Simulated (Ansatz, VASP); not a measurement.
**One calculation of MgCu3H6Cl2O6, two programs**

The input INCAR:

```
SYSTEM = MgCu3H6Cl2O6
PREC     = Accurate       ! precision mode
ENCUT    = 520            ! plane-wave cutoff, eV
EDIFF    = 1E-8           ! SCF threshold, eV
ISMEAR   = -1             ! smearing method
SIGMA    = 0.02           ! smearing width, eV
LREAL    = Auto         
LASPH    = .TRUE.         ! aspherical terms in the spheres
NELM     = 150            ! most SCF steps
ALGO     = Normal         ! electronic algorithm
ISIF     = 2              ! what is computed and relaxed
LWAVE    = .FALSE.        ! write WAVECAR
LCHARG   = .FALSE.        ! write CHGCAR
ISPIN    = 2              ! spin polarisation
MAGMOM   = 0 1 1 -1 0 0 0 0 0 0 0 0 0 0 0 0 0 0 ! initial moments
LORBIT   = 11             ! projections on sites
LMAXMIX  = 4              ! l up to which the mixer works
GGA      = PE             ! functional
LEFG     = .TRUE.       
NBANDS   = 64             ! bands
KPAR     = 4
```

The input KPOINTS:

```
regular mesh
0
G
  4 4 4
  0 0 0
```

POSCAR

```
MgCu3H6Cl2O6
1.0
    6.2733000000      0.0000000000      0.0000000000
   -3.1366500000      5.4328371656      0.0000000000
    0.0000000000      0.0000000000      5.7472000000
Mg Cu H Cl O
1 3 6 2 6
Direct
    0.0000000000      0.0000000000      0.0000000000
    0.5000000000      0.0000000000      0.0000000000
    0.0000000000      0.5000000000      0.0000000000
    0.5000000000      0.5000000000      0.0000000000
    0.2018986280      0.7981013720      0.3225105491
    0.2018986280      0.4037972559      0.3225105491
    0.5962027441      0.7981013720      0.3225105491
    0.7981013720      0.2018986280      0.6774894509
    0.4037972559      0.2018986280      0.6774894509
    0.7981013720      0.5962027441      0.6774894509
    0.6666666667      0.3333333333      0.3815887097
    0.3333333333      0.6666666667      0.6184112903
    0.6498556453      0.8249278226      0.1586450415
    0.1750721774      0.8249278226      0.1586450415
    0.1750721774      0.3501443547      0.1586450415
    0.8249278226      0.6498556453      0.8413549585
    0.8249278226      0.1750721774      0.8413549585
    0.3501443547      0.1750721774      0.8413549585
```

Input for Ansatz:

```yaml
crystal:
  lattice:
    - [6.2733, 0.0, 0.0]
    - [-3.13665, 5.4328371656, 0.0]
    - [0.0, 0.0, 5.7472]
  atoms:
    - { symbol: Mg, position: [0.0, 0.0, 0.0] }
    - { symbol: Cu, position: [0.5, 0.0, 0.0], spin: 1.0 }
    - { symbol: Cu, position: [0.0, 0.5, 0.0], spin: 1.0 }
    - { symbol: Cu, position: [0.5, 0.5, 0.0], spin: -1.0 }
    - { symbol: H, position: [0.201898628, 0.798101372, 0.3225105491] }
    - { symbol: H, position: [0.201898628, 0.4037972559, 0.3225105491] }
    - { symbol: H, position: [0.5962027441, 0.798101372, 0.3225105491] }
    - { symbol: H, position: [0.798101372, 0.201898628, 0.6774894509] }
    - { symbol: H, position: [0.4037972559, 0.201898628, 0.6774894509] }
    - { symbol: H, position: [0.798101372, 0.5962027441, 0.6774894509] }
    - { symbol: Cl, position: [0.6666666667, 0.3333333333, 0.3815887097] }
    - { symbol: Cl, position: [0.3333333333, 0.6666666667, 0.6184112903] }
    - { symbol: O, position: [0.6498556453, 0.8249278226, 0.1586450415] }
    - { symbol: O, position: [0.1750721774, 0.8249278226, 0.1586450415] }
    - { symbol: O, position: [0.1750721774, 0.3501443547, 0.1586450415] }
    - { symbol: O, position: [0.8249278226, 0.6498556453, 0.8413549585] }
    - { symbol: O, position: [0.8249278226, 0.1750721774, 0.8413549585] }
    - { symbol: O, position: [0.3501443547, 0.1750721774, 0.8413549585] }
magnetization:
  spin_polarized: true
kpoints:
  mp_grid: { grid: [4, 4, 4] }
scf:
  occupations: { method: fermi_dirac, width: 0.02 }
hamiltonian:
  xc: pbe
  pseudopotentials: { kind: paw }
output:
  forces: true
  stress: true
  populations: true
  efg:
    quadrupole_moments_barn: { Mg: 0.1994, Cu: -0.22, H: 0.00285783, Cl: -0.08112, O: -0.02558 }
    contact_densities: true
```

Alike in both runs: task electric field gradients; functional PBE; k mesh 4 × 4 × 4; occupations fermi-dirac, width 0.02 eV; collinear spin.

|  | VASP | Ansatz |
| --- | --- | --- |
| version | VASP 6.6.1 | Ansatz 0.2.0 |
| potentials or method | VASP PAW PBE potentials, release 64 (Mg, Cu, H, Cl, O) | plane-wave PAW, scalar-relativistic |
| plane-wave cutoff (eV) | 520 | 420 |
| valence electrons in the cell | 91 | 123 |

Ansatz gave:

- pressure (GPa): 1.2
- traceless stress, the component that is largest in VASP (GPa): -0.09
- rms of the force components (eV/Å): 0.021
- net moment per atom (μB): 0.06
- size of the moment on the site where the two differ most (μB): 0.07
- size of Vzz on the site where it differs most (V/Å²): 111.0

Q: Which values does VASP return?

A: Pressure (GPa): 1.3; traceless stress, the component that is largest in VASP (GPa): 0.20; rms of the force components (eV/Å): 0.046; net moment per atom (μB): 0.06; size of the moment on the site where the two differ most (μB): 0.16; size of Vzz on the site where it differs most (V/Å²): 119.4.

Site moments also hang on the region over which each program counts them. Atom by atom the forces differ by 0.041 eV/Å (rms over components). VASP's potentials hold 91 valence electrons a cell and Ansatz's 123, so a difference there can come from the potentials and not from the codes.
